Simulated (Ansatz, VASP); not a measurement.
**MgO in VASP and in Ansatz**

POSCAR

```
MgO
1.0
    2.9230552965      0.0000000000      0.0000000000
   -1.4615276482      2.5314401434      0.0000000000
    0.0000000000      0.0000000000      5.0921016473
Mg O
2 2
Direct
    0.0000000000      0.0000000000      0.0000000000
    0.0000000000      0.0000000000      0.5000000000
    0.3333333333      0.6666666667      0.2500000000
    0.6666666667      0.3333333333      0.7500000000
```

Contents of INCAR.step1:

```
SYSTEM = MgO
PREC = Accurate ; ENCUT = 520
EDIFF = 1E-5 ; ISMEAR = 0
SIGMA = 0.01 ; LREAL = .False.
LASPH = .True. ; NELM = 100
ALGO = Normal ; ISIF = 2
LWAVE = .True. ; LCHARG = .False.
GGA = PE ; NBANDS = 16
```

File INCAR.step2:

```
SYSTEM = MgO
PREC = Accurate ; ENCUT = 520
EDIFF = 1E-6 ; ISMEAR = 0
SIGMA = 0.01 ; LREAL = .False.
LASPH = .True. ; NELM = 100
ALGO = Normal ; ISIF = 2
LWAVE = .False. ; LCHARG = .False.
GGA = PE ; LHFCALC = .True.
HFSCREEN = 0.2079 ; PRECFOCK = Normal
ISTART = 1 ; NBANDS = 16
```

File KPOINTS:

```
Automatic mesh
0
Gamma
  6 6 2
  0 0 0
```

Input for Ansatz:

```yaml
crystal:
  lattice:
    - [2.9230552965, 0.0, 0.0]
    - [-1.4615276482, 2.5314401434, 0.0]
    - [0.0, 0.0, 5.0921016473]
  atoms:
    - { symbol: Mg, position: [0.0, 0.0, 0.0] }
    - { symbol: Mg, position: [0.0, 0.0, 0.5] }
    - { symbol: O, position: [0.3333333333, 0.6666666667, 0.25] }
    - { symbol: O, position: [0.6666666667, 0.3333333333, 0.75] }
kpoints:
  mp_grid: { grid: [6, 6, 2] }
hamiltonian:
  xc: hse06
scf:
  occupations: { method: fixed }
  n_extra_bands: 5
output:
  forces: true
  stress: true
  eigenvalues: true
  write_density: true
  write_potential: true
  elf: true
  volumetric_format: npy
```

Alike in both runs: task single point; functional HSE06; k mesh 6 × 6 × 2; no spin polarisation.

|  | VASP | Ansatz |
| --- | --- | --- |
| version | VASP 6.6.1 | Ansatz 0.2.0 |
| potentials or method | VASP PAW PBE potentials, release 64 (Mg, O) | plane waves, PAW |
| plane-wave cutoff (eV) | 520 | 420 |
| occupations | gaussian, width 0.01 eV | fixed |
| valence electrons in the cell | 16 | 32 |

```tsv
	VASP	Ansatz	Ansatz less VASP
gap on the k mesh at the Fermi level (eV)	6.16	6.21	+0.044
pressure (GPa)	-0.6	-0.3	+0.31
traceless stress, the component that is largest in VASP (GPa)	-0.05	-0.01	+0.047
```

VASP's potentials hold 16 valence electrons a cell and Ansatz's 32, so a difference there can come from the potentials and not from the codes. Ansatz's warnings: stress exchange threshold loose, stress scf threshold loose.

The k mesh is coarse, so the values compare programs but aren't converged.
